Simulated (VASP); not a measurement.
**AgCl: single point with PBE**

The system is AgCl.

```
Ag Cl
1.0
     0.00000    2.80602    2.80602
     2.80602    0.00000    2.80602
     2.80602    2.80602    0.00000
Ag Cl
1 1
Cartesian
  2.8480 2.8060 2.8060
  -0.1278 0.0000 0.0000
```

This cell differs from its parent crystal: atoms displaced along a vibrational mode.

* Program: VASP 6.6.1
* Task: single point
* Functional: PBE
* Potentials or basis: VASP PAW PBE potentials, release 64 (Ag, Cl)
* Cutoff: 520 eV
* k mesh: 8 × 8 × 8
* Occupations: gaussian, width 0.05 eV
* Spin: no spin polarisation

```
Pressure               : 0.3 GPa
Largest force          : 0.175 eV/Å
Band gap on the k mesh : 0.95 eV (least direct gap 2.56 eV)
```

Forces in eV/Å, atoms in the order of the input:
```
Ag  -0.175  0.000  0.000
Cl   0.175  0.000  0.000
```

Stress tensor (GPa, compression positive):
```
 1.04  0.00  0.00
 0.00 -0.10  0.00
 0.00  0.00 -0.10
```

Levels at points of the mesh, in eV from the valence-band top:
| k point | band 5 | band 6 | band 7 | band 8 | band 9 | band 10 | band 11 | band 12 | band 13 | band 14 |
| --- | --- | --- | --- | --- | --- | --- | --- | --- | --- | --- |
| (0.00, 0.00, 0.00) | -2.28 | -2.24 | -1.87 | -1.87 | -1.60 | 0.95 | 10.76 | 10.76 | 10.79 | 12.56 |
| (0.50, 0.00, 0.00) | -1.96 | -1.96 | -1.66 | -0.01 | 0.00 | 4.39 | 6.35 | 7.78 | 7.85 | 13.41 |
| (0.50, 0.50, 0.00) | -2.30 | -1.88 | -1.85 | -1.84 | -1.78 | 2.49 | 7.97 | 8.54 | 11.46 | 11.47 |
| (0.00, 0.50, 0.50) | -2.58 | -2.07 | -1.85 | -1.85 | -1.79 | 2.49 | 8.09 | 8.62 | 11.37 | 11.37 |

Run time: 54 s on 1 thread of Intel Xeon 8259CL, with other jobs on the host, peak memory 0.19 GiB.

Caveat: the cell differs from its parent crystal (atoms displaced along a vibrational mode). A k mesh can miss the band edges.
